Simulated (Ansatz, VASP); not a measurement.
Zr: VASP beside Ansatz

```
CELL_PARAMETERS angstrom
3.23200 0.00000 0.00000
-1.61600 2.79899 0.00000
0.00000 0.00000 5.14700
ATOMIC_POSITIONS crystal
Zr 0.66667 0.33333 0.75000
Zr 0.33333 0.66667 0.25000
```

Alike in both runs: task relaxation of cell and atoms; functional BLYP; k mesh 9 × 9 × 5; occupations fermi-dirac, width 0.05 eV; no spin polarisation.

|  | VASP | Ansatz |
| --- | --- | --- |
| version | VASP 6.6.1 | Ansatz 0.2.0 |
| potentials or method | VASP PAW PBE potentials, release 64 (Zr_sv), cutoff 600 eV | all-electron LAPW, scalar-relativistic |

```csv
,VASP,Ansatz,Ansatz less VASP
relaxed volume (Å³/atom),24.20,24.17,-0.030
relaxed cell length with the largest relative difference (Å),5.245,5.241,-0.0038
```

VASP's potentials were made for PBE, not for BLYP. Ansatz ran all-electron here, and VASP with PAW potentials.
